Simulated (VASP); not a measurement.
Set up this calculation in VASP 6.6.1, as the native input.

```
Task                   : relaxation of cell and atoms
Functional             : PBEsol
Potentials or basis    : VASP PAW PBE potentials, release 64 (Na_pv)
Cutoff                 : 600 eV
k mesh                 : 14 × 14 × 14
Occupations            : gaussian, width 0.1 eV
Spin                   : no spin polarisation
Dipole correction      : no
Further INCAR settings : ALGO = Normal; EDIFF = 1e-06; IBRION = 2; EDIFFG = -0.01; NSW = 80; ISIF = 3
```

The structure of Na lies in POSCAR:

```
Na
1.0
   -2.3413029243      2.3413029243      2.1751101826
    2.3413029243     -2.3413029243      2.1751101826
    2.3413029243      2.3413029243     -2.1751101826
Na
1
Direct
    0.0000000000      0.0000000000      0.0000000000
```

These files were run (other wordings do the same):

INCAR

```
SYSTEM = Na
PREC = Accurate
ENCUT = 600
EDIFF = 1E-6
ISMEAR = 0
SIGMA = 0.1
LREAL = .FALSE.
LASPH = .TRUE.
NELM = 80
ALGO = Normal
ISIF = 3
LWAVE = .FALSE.
LCHARG = .FALSE.
GGA = PS
IBRION = 2
NSW = 80
EDIFFG = -0.01
```

KPOINTS

```
regular mesh
0
G
  14 14 14
  0 0 0
```

Potentials or basis: VASP PAW PBE potentials, release 64 (Na_pv).

Command:

```bash
$ cat potpaw_PBE.64/Na_pv/POTCAR > POTCAR
$ mpirun -np 1 vasp_std > vasp.out
```

It gave:

```json
{
  "Relaxed volume": "36.13 Å³/atom",
  "Relaxed cell": "a = 3.609 Å, b = 3.609 Å, c = 3.609 Å, α = 108.27°, β = 108.27°, γ = 111.91°",
  "Space group after relaxing (to 0.1 Å)": "I4/mmm (No. 139)",
  "Energy gained by relaxing": "59.0 meV/atom",
  "Ionic steps": "8",
  "Pressure after relaxing": "0.0 GPa",
  "Band gap on the k mesh": "zero (an odd number of electrons rules out a gap without spin polarisation)"
}
```

Caveat: the volume moved by over 15 % at a fixed basis, so the end points are rough; the PAW data sets were made with another functional, which shifts forces and pressure a little.

Wall time 3.9 min on 1 thread of Intel Xeon 8259CL, on a shared host, peak memory 0.24 GiB.
